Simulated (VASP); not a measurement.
Set up this calculation in VASP 6.6.1, as the native input.

```yaml
Task: single point
Functional: r2SCAN
Potentials_or_basis: VASP PAW PBE potentials, release 64 (B, O)
Cutoff: 520 eV
k_mesh: 15 × 15 × 15
Occupations: fermi-dirac, width 0.1 eV
Spin: no spin polarisation
Dipole_correction: no
Further_INCAR_settings: ALGO = Normal; EDIFF = 1e-06; NBANDS = 12
```

Crystal: BO (rock salt type).

```
B O
1.0
     0.00000    1.89146    1.89146
     1.89146    0.00000    1.89146
     1.89146    1.89146    0.00000
B O
1 1
Direct
  0.00000 0.00000 0.00000
  0.50000 0.50000 0.50000
```

The input as run:

POSCAR

```
BO
1.0
    0.0000000000      1.8914608099      1.8914608099
    1.8914608099      0.0000000000      1.8914608099
    1.8914608099      1.8914608099      0.0000000000
B O
1 1
Direct
    0.0000000000      0.0000000000      0.0000000000
    0.5000000000      0.5000000000      0.5000000000
```

INCAR.step1

```
SYSTEM = BO
  PREC = Accurate
  ENCUT = 520
  ISMEAR = -1
  SIGMA = 0.1
  LREAL = .FALSE.
  LASPH = .TRUE.
  NELM = 100
  NBANDS = 12
  GGA = PE
  ALGO = Normal
  EDIFF = 1E-4
  LWAVE = .TRUE.
  LCHARG = .FALSE.
```

INCAR.step2

```
SYSTEM = BO
  PREC = Accurate
  ENCUT = 520
  EDIFF = 1E-6
  ISMEAR = -1
  SIGMA = 0.1
  LREAL = .FALSE.
  LASPH = .TRUE.
  NELM = 100
  ALGO = Normal
  ISIF = 2
  LWAVE = .FALSE.
  LCHARG = .FALSE.
  METAGGA = R2SCAN
  LMIXTAU = .TRUE.
  NBANDS = 12
  ISTART = 1
```

KPOINTS

```
Automatic mesh
0
G
  15 15 15
  0 0 0
```

Potentials or basis: VASP PAW PBE potentials, release 64 (B, O).

Command:

```bash
$ cat potpaw_PBE.64/B/POTCAR potpaw_PBE.64/O/POTCAR > POTCAR
$ cp INCAR.step1 INCAR
$ mpirun -np 1 vasp_std > vasp.out
$ cp INCAR.step2 INCAR
$ mpirun -np 1 vasp_std > vasp.out
```

Results of the run:

The pressure is 16.2 GPa.

Caveat: the PAW data sets were made with another functional, which shifts forces and pressure a little; an odd number of electrons without spin polarisation forces a metal; a magnetic or distorted state may lie lower.

It took 74 s on 1 thread of Intel(R) Xeon(R) Platinum 8259CL CPU @ 2.50GHz (Skylake/Cascade Lake), on a shared host, peak memory 0.13 GiB.
